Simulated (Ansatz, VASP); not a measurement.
InP: VASP beside Ansatz

```
In P
1.0
     0.00000    2.93050    2.93050
     2.93050    0.00000    2.93050
     2.93050    2.93050    0.00000
In P
1 1
Direct
  0.00000 0.00000 0.00000
  0.25000 0.25000 0.25000
```

Alike in both runs: functional PBE exchange alone; k mesh 8 × 8 × 8; no spin polarisation.

```csv
,VASP,Ansatz
version,VASP 6.6.1,Ansatz 0.2.0
potentials or method,"VASP PAW PBE potentials, release 64 (In_d, P)",Ansatz PAW earlier set
plane-wave cutoff (eV),500,620
occupations,"gaussian, width 0.01 eV",fixed
valence electrons in the cell,18,26
task,single point,electron localisation function
```

|  | VASP | Ansatz | Ansatz less VASP |
| --- | --- | --- | --- |
| gap on the k mesh at the Fermi level (eV) | 0.69 | 0.68 | -0.003 |
| least direct gap on the mesh (eV) | 0.69 | 0.68 | -0.003 |
| pressure (GPa) | 12.3 | 12.3 | +0.08 |

VASP's potentials were made for PBE, not for PBE exchange alone. VASP's potentials hold 18 valence electrons a cell and Ansatz's 26, so a difference there can come from the potentials and not from the codes.
